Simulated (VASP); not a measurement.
## Al2GaSb3: relaxation of cell and atoms with r2SCAN

Al2GaSb3:

```
Al Ga Sb
1.0
     4.40125    0.00000    0.00000
    -2.20063    3.81160    0.00000
     0.00000    0.00000   10.75530
Al Ga Sb
2 1 3
Direct
  0.00000 0.00000 0.99998
  0.66667 0.33333 0.66606
  0.33333 0.66667 0.33346
  0.66667 0.33333 0.91683
  0.33333 0.66667 0.58342
  0.00000 0.00000 0.25025
```

```yaml
Program: VASP 6.6.1
Task: relaxation of cell and atoms
Functional: r2SCAN
Potentials_or_basis: VASP PAW PBE potentials, release 64 (Al, Ga_d, Sb)
Cutoff: 550 eV
k_mesh: 6 × 6 × 2
Occupations: fermi-dirac, width 0.02 eV
Spin: no spin polarisation
Dipole_correction: no
Further_INCAR_settings: ALGO = Normal; EDIFF = 1e-07; IBRION = 2; EDIFFG = -0.005; NSW = 80; ISIF = 3
```

The relaxed volume is 29.34 Å³/atom. The relaxed cell is a = 4.365 Å, b = 4.365 Å, c = 10.671 Å, α = 90.00°, β = 90.00°, γ = 120.00°, the space group after relaxing (to 0.1 Å) is P3m1 (No. 156) and the energy gained by relaxing is 3.2 meV/atom. The ionic steps are 12, the pressure after relaxing is 0.0 GPa and the largest force after relaxing is 0.004 eV/Å. The band gap on the k mesh is 0.84 eV.

Forces in eV/Å, atoms in the order of the input:
```
Al   0.000  0.000 -0.001
Al   0.000  0.000  0.004
Ga   0.000  0.000  0.002
Sb   0.000  0.000 -0.002
Sb   0.000  0.000 -0.003
Sb   0.000  0.000 -0.001
```

The path:
```
step  energy change (eV)  largest force (eV/Å)  pressure (GPa)  volume (Å³)
   1              0.0000                0.0590           -1.29       180.43
   2             -0.0156                0.0471            0.59       174.20
   3             -0.0187                0.0506            0.03       175.95
   4             -0.0187                0.0507            0.00       176.04
   5             -0.0189                0.0286           -0.01       176.04
   6             -0.0190                0.0263           -0.01       176.05
   7             -0.0190                0.0290           -0.01       176.05
   8             -0.0190                0.0082            0.01       176.00
   9             -0.0191                0.0066            0.01       175.99
  10             -0.0191                0.0049            0.02       175.97
  11             -0.0191                0.0055            0.01       175.98
  12             -0.0190                0.0042           -0.01       176.04
```

Final structure:
```
CELL_PARAMETERS angstrom
4.36466 0.00000 0.00000
-2.18233 3.77991 0.00000
0.00000 0.00000 10.67055
ATOMIC_POSITIONS crystal
Al 0.00000 0.00000 0.00047
Al 0.66667 0.33333 0.66567
Ga 0.33333 0.66667 0.33339
Sb 0.66667 0.33333 0.91679
Sb 0.33333 0.66667 0.58264
Sb 0.00000 0.00000 0.25104
```

Levels at points of the mesh, in eV from the valence-band top:
```tsv
k point	band 14	band 15	band 16	band 17	band 18	band 19	band 20	band 21
(0.00, 0.00, 0.00)	-0.81	0.00	0.00	0.00	0.84	1.76	1.90	3.23
(0.50, 0.00, 0.00)	-2.38	-2.24	-1.51	-1.44	1.46	1.49	2.26	2.42
(0.00, 0.00, 0.50)	-0.45	-0.45	-0.26	-0.26	1.07	1.93	2.25	3.67
(0.50, 0.00, 0.50)	-2.15	-2.11	-1.03	-1.02	1.24	1.74	1.84	3.10
```

Wall time 49 min on 1 thread of Intel Xeon 8259CL, with other jobs on the host, peak memory 0.41 GiB.

Caveat: the PAW data sets were made with another functional, which shifts forces and pressure a little; spin-orbit coupling is left out, which moves the levels of the heavy elements. A k mesh can miss the band edges.
